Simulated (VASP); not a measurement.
# CoO (Fm-3m) in VASP: single point with LDA

Aim: the single point of CoO with LDA.

All numbers are computed with VASP 6.6.1; they aren't measurements. Logs are shortened: lines on timing, memory, paths and dates and some standing lists are left out, and cuts for length are marked.

### 1 The cell of the first run

Symmetry: Fm-3m, No. 225, cubic system. Conventional cell: a = 4.073 Å, b = 4.073 Å, c = 4.073 Å, α = 90.00°, β = 90.00°, γ = 90.00°. Within 2.7 Å of Co (site symmetry m-3m) lie 6 O at 2.04 Å. Within 2.7 Å of O (site symmetry m-3m) lie 6 Co at 2.04 Å.

### 2 Single point, LDA, collinear spin, ferromagnetic start

Contents of INCAR:

```
PREC = Accurate ; ENCUT = 520
EDIFF = 1E-6 ; ISMEAR = 0
SIGMA = 0.02 ; LREAL = F
LASPH = T ; NELM = 150
ALGO = Normal ; ISIF = 2
LWAVE = F ; LCHARG = F
ISPIN = 2 ; MAGMOM = 2.82 0.32
LORBIT = 11 ; LMAXMIX = 4
GGA = CA ; NBANDS = 18
```

Contents of KPOINTS:

```
regular mesh
0
Gamma
  16 16 16
```

Contents of POSCAR:

```
CoO
1.0
   -1.4399522619      1.4399522619      2.0363916416
    1.4399522619     -1.4399522619      2.0363916416
    1.4399522619      1.4399522619     -2.0363916416
Co O
1 1
Direct
    0.0000000000      0.0000000000      0.0000000000
    0.5000000000      0.5000000000      0.0000000000
```

Potentials or basis: VASP PAW LDA potentials, release 64 (Co, O).

Started as:

```
$ cat potpaw_LDA.64/Co/POTCAR potpaw_LDA.64/O/POTCAR > POTCAR
$ mpirun -np 1 vasp_std > vasp.out
```

OUTCAR:

```text
PREC = Accurate
   ENCUT = 520
   EDIFF = 1E-6
   ISMEAR = 0
   LREAL = F
   LASPH = T
   NELM = 150
   ISIF = 2
   ISPIN = 2
   LORBIT = 11
   GGA = CA

 ion  position               nearest neighbor table
   1  0.000  0.000  0.000-   2 2.04   2 2.04   2 2.04   2 2.04   2 2.04   2 2.04
   2  0.500  0.500  0.000-   1 2.04   1 2.04   1 2.04   1 2.04   1 2.04   1 2.04

  LATTYP: Found a face centered cubic cell.
 ALAT       =     4.0727916596

  Lattice vectors:

 A1 = (   1.4399522619,  -1.4399522619,  -2.0363916416)
 A2 = (   1.4399522619,   1.4399522619,  -2.0363916416)
 A3 = (   2.8799045238,  -0.0000000000,   0.0000000000)

Analysis of symmetry for initial positions (statically):
=====================================================================
 Subroutine PRICEL returns:
 Original cell was already a primitive cell.

 Routine SETGRP: Setting up the symmetry group for a
 face centered cubic supercell.

 Subroutine GETGRP returns: Found 48 space group operations
 (whereof 48 operations were pure point group operations)
 out of a pool of 48 trial point group operations.

The static configuration has the point symmetry O_h .

Analysis of symmetry for dynamics (positions and initial velocities):
=====================================================================
 Subroutine PRICEL returns:
 Original cell was already a primitive cell.

 Routine SETGRP: Setting up the symmetry group for a
 face centered cubic supercell.

 Subroutine GETGRP returns: Found 48 space group operations
 (whereof 48 operations were pure point group operations)
 out of a pool of 48 trial point group operations.

The dynamic configuration has the point symmetry O_h .

Analysis of structural, dynamic, and magnetic symmetry:
=====================================================================
 Subroutine PRICEL returns:
 Original cell was already a primitive cell.

 Routine SETGRP: Setting up the symmetry group for a
 face centered cubic supercell.

 Subroutine GETGRP returns: Found 48 space group operations
 (whereof 48 operations were pure point group operations)
 out of a pool of 48 trial point group operations.

The overall configuration has the point symmetry O_h .

 Subroutine INISYM returns: Found 48 space group operations
 (whereof 48 operations are pure point group operations),
 and found     1 'primitive' translations

----------------------------------------------------------------------------------------

                                     Primitive cell

  volume of cell :      16.8895

  direct lattice vectors                    reciprocal lattice vectors
    -1.439952262  1.439952262  2.036391642     0.000000000  0.347233734  0.245532338
     1.439952262 -1.439952262  2.036391642     0.347233734  0.000000000  0.245532338
     1.439952262  1.439952262 -2.036391642     0.347233734  0.347233734  0.000000000

  length of vectors
     2.879898601  2.879898601  2.879898601     0.425273317  0.425273317  0.491062655

  position of ions in fractional coordinates (direct lattice)
     0.000000000  0.000000000  0.000000000
     0.500000000  0.500000000  0.000000000

  ion indices of the primitive-cell ions
   primitive index   ion index
                 1           1
                 2           2

----------------------------------------------------------------------------------------

 KPOINTS: regular mesh

Automatic generation of k-mesh.
 Grid dimensions read from file:
 generate k-points for:   16   16   16

 Generating k-lattice:

  Cartesian coordinates                     Fractional coordinates (reciprocal lattice)
     0.000000000  0.021702108  0.015345771     0.062500000 -0.000000000  0.000000000
     0.021702108  0.000000000  0.015345771    -0.000000000  0.062500000  0.000000000
     0.021702108  0.021702108  0.000000000     0.000000000  0.000000000  0.062500000

  Length of vectors
     0.026579582  0.026579582  0.030691416

  Shift w.r.t. Gamma in fractional coordinates (k-lattice)
     0.000000000  0.000000000  0.000000000

 Subroutine IBZKPT returns following result:
 ===========================================

 Found    145 irreducible k-points:

 Following reciprocal coordinates:
            Coordinates               Weight
  0.000000  0.000000  0.000000      1.000000
  0.062500  0.000000  0.000000      8.000000
  0.125000  0.000000  0.000000      8.000000
  0.187500  0.000000  0.000000      8.000000
  0.250000  0.000000  0.000000      8.000000
  0.312500  0.000000  0.000000      8.000000
[... 16 lines left out ...]
 -0.125000  0.062500  0.000000     24.000000
 -0.062500  0.062500  0.000000      6.000000
 [... further k-points ...]
   k-points           NKPTS =    145   k-points in BZ     NKDIM =    145   number of bands    NBANDS=     18
   number of dos      NEDOS =    301   number of ions     NIONS =      2
   total plane-waves  NPLWV =  13824
   dimension x,y,z NGX =    24 NGY =   24 NGZ =   24
   dimension x,y,z NGXF=    48 NGYF=   48 NGZF=   48
   ions per type =               1   1
   NGX,Y,Z   is equivalent  to a cutoff of  13.85, 13.85, 13.85 a.u.
   NGXF,Y,Z  is equivalent  to a cutoff of  27.71, 27.71, 27.71 a.u.
 SYSTEM =  unknown system
   PREC   = accura    normal or accurate (medium, high low for compatibility)
   ISTART =      0    job   : 0-new  1-cont  2-samecut
   ICHARG =      2    charge: 1-file 2-atom 10-const
   ISPIN  =      2    spin polarized calculation?
   LNONCOLLINEAR =      F non collinear calculations
   LSORBIT =      F    spin-orbit coupling
   LASPH  =      T    aspherical Exc in radial PAW
   ENCUT  =  520.0 eV  38.22 Ry    6.18 a.u.   5.35  5.35  5.35*2*pi/ulx,y,z
   NELM   =    150;   NELMIN=  2; NELMDL= -5     # of ELM steps
   EDIFF  = 0.1E-05   stopping-criterion for ELM
   LREAL  =      F    real-space projection
   EDIFFG = 0.1E-04   stopping-criterion for IOM
   NSW    =      0    number of steps for IOM
   IBRION =     -1    ionic relax: 0-MD 1-quasi-New 2-CG
   NFREE  =      0    steps in history (QN), initial steepest desc. (CG)
   ISIF   =      2    stress and relaxation
   ISYM   =      2    0-nonsym 1-usesym 2-fastsym
   POTIM  = 0.5000    time-step for ionic-motion
   TEBEG  =    0.0;   TEEND  =   0.0 temperature during run
   PSTRESS=    0.0 pullay stress
   NELECT =      15.0000    total number of electrons
   NUPDOWN=      -1.0000    fix difference up-down
   EMIN   =  10.00;   EMAX   =-10.00  energy-range for DOS
   EFERMI =   0.00;   METHOD = LEGACY
   ISMEAR =     0;   SIGMA  =   0.02  broadening in eV -4-tet -1-fermi 0-gaus
   EFERMI_NEDOS =   21; number of points for ismear=-14 and -15
   IALGO  =     38    algorithm
   IMIX   =      4    mixing-type and parameters
     AMIX     =   0.40;   BMIX     =  1.00
     AMIX_MAG =   1.60;   BMIX_MAG =  1.00
  volume/ion in A,a.u.               =       8.44        56.99
  Fermi-wavevector in a.u.,A,eV,Ry     =   1.573618  2.973708 33.691765  2.476275
  Thomas-Fermi vector in A             =   2.674876
   LORBIT       =     11    0 simple, 1 ext, 2 COOP (PROOUT), +10 PAW based schemes
   GGA     = CA    functional components
   LHFCALC =     F    Hartree Fock is set to
   AEXX    =    0.0000 exact exchange contribution
   IVDW    =     0    specifies the selected vdW correction
   LEPSILON=     F    determine dielectric tensor
   LRPA    =     F    only Hartree local field effects (RPA)
 spin polarized calculation
 Gauss-broadening in eV      SIGMA  =   0.02
  energy-cutoff  :      520.00
  volume of cell :       16.89
 maximum number of plane-waves:       469
 NGX is ok and might be reduce to    24
   NGX = 11   NGY = 11   NGZ = 11

 number of electron      15.0000007 magnetization       2.0768085

 Free energy of the ion-electron system (eV)
  ---------------------------------------------------
  ext. energy  EPLUGINS =         0.00000000
  ---------------------------------------------------
  free energy    TOTEN  =       -14.83151523 eV

  energy without entropy =      -14.83085835  energy(sigma->0) =      -14.83118679

 E-fermi :   9.6460     XC(G=0): -13.6716

 val. band max:        9.6373773970   @ k =   0.3750   0.2500   0.0000
 cond. band min:       9.6466696614   @ k =   0.3750   0.3750   0.1250
 fundamental gap:      0.0092922644
 Fermi energy:         9.6459654299

 spin component 1

 k-point     1 :       0.0000    0.0000    0.0000
  band No.  band energies     occupation
      1     -11.7753      1.00000
      2       5.7014      1.00000
      3       5.7014      1.00000
      4       5.7014      1.00000
      5       6.7523      1.00000
      6       6.7523      1.00000
[... 10 lines left out ...]
     17      33.5022      0.00000
     18      36.2913      0.00000
[... 463 lines left out ...]
 k-point    24 :      -0.0625    0.0625    0.0000
  band No.  band energies     occupation
      1     -11.7055      1.00000
      2       4.9040      1.00000
      3       5.4858      1.00000
      4       5.4859      1.00000
      5       6.7024      1.00000
      6       6.9174      1.00000
[... 10 lines left out ...]
     17      34.2023      0.00000
     18      36.3673      0.00000

 [... further k-points ...]

 spin component 2

 k-point     1 :       0.0000    0.0000    0.0000
  band No.  band energies     occupation
      1     -11.4581      1.00000
      2       6.0539      1.00000
      3       6.0539      1.00000
      4       6.0539      1.00000
      5       8.1719      1.00000
      6       8.1719      1.00000
[... 10 lines left out ...]
     17      34.1373      0.00000
     18      36.9236      0.00000
[... 463 lines left out ...]
 k-point    24 :      -0.0625    0.0625    0.0000
  band No.  band energies     occupation
      1     -11.3878      1.00000
      2       5.4532      1.00000
      3       5.9035      1.00000
      4       5.9035      1.00000
      5       8.1116      1.00000
      6       8.3572      1.00000
[... 10 lines left out ...]
     17      34.8326      0.00000
     18      36.9941      0.00000

 [... further k-points ...]
[... 5 lines left out ...]
  --------------------------------------------------------------------------------------
  -------------------------------------------------------------------------------------
  Total       -0.0799085     -0.0799085     -0.0799078     -0.0000000     -0.0000000      0.0000000
  in kB       -7.5802935     -7.5802935     -7.5802312     -0.0000000     -0.0000000      0.0000000
  external PRESSURE =      -7.5802728 kB  Pullay stress =       0.0000000 kB

 VOLUME and BASIS-vectors are now :
 -----------------------------------------------------------------------------
  energy-cutoff  :      520.00
  volume of cell :       16.89
      direct lattice vectors                 reciprocal lattice vectors
    -1.439952262  1.439952262  2.036391642     0.000000000  0.347233734  0.245532338
     1.439952262 -1.439952262  2.036391642     0.347233734  0.000000000  0.245532338
     1.439952262  1.439952262 -2.036391642     0.347233734  0.347233734  0.000000000

 POSITION                                       TOTAL-FORCE (eV/Angst)
 -----------------------------------------------------------------------------------
      0.00000      0.00000      0.00000        -0.000000     -0.000000     -0.000000
      0.00000      0.00000      2.03639         0.000000      0.000000      0.000000
 -----------------------------------------------------------------------------------
    total drift:                               -0.000000      0.000000     -0.000000

  FREE ENERGIE OF THE ION-ELECTRON SYSTEM (eV)
  ---------------------------------------------------
  free  energy   TOTEN  =       -14.8315152270 eV

  energy  without entropy=      -14.8308583537  energy(sigma->0) =      -14.83118679

 total charge

# of ion       s       p       d       tot
------------------------------------------
    1        0.334   0.451   7.343   8.129
    2        1.550   3.429   0.000   4.979
--------------------------------------------------
tot          1.884   3.880   7.343  13.108

 magnetization (x)

# of ion       s       p       d       tot
------------------------------------------
    1        0.019   0.017   1.827   1.863
    2        0.029   0.146   0.000   0.176
--------------------------------------------------
tot          0.049   0.163   1.827   2.039
```

It used 280 s of CPU time on 1 thread of AMD EPYC 7R13 Processor (Zen 3), on a shared host.

Results:

```yaml
Free_energy: -14.8315 eV
Pressure: -0.8 GPa
Net_moment: 2.08 μB per cell
Site_moments: Co +1.86; O +0.18 μB
Valence_electrons_inside_the_program's_atomic_spheres: Co 8.13; O 4.98
```

Caveat: a cell with one magnetic atom can't hold antiferromagnetic order, which such compounds often take; semilocal functionals often make such compounds metallic where correlation or magnetic order opens a gap, which also shifts bond lengths.
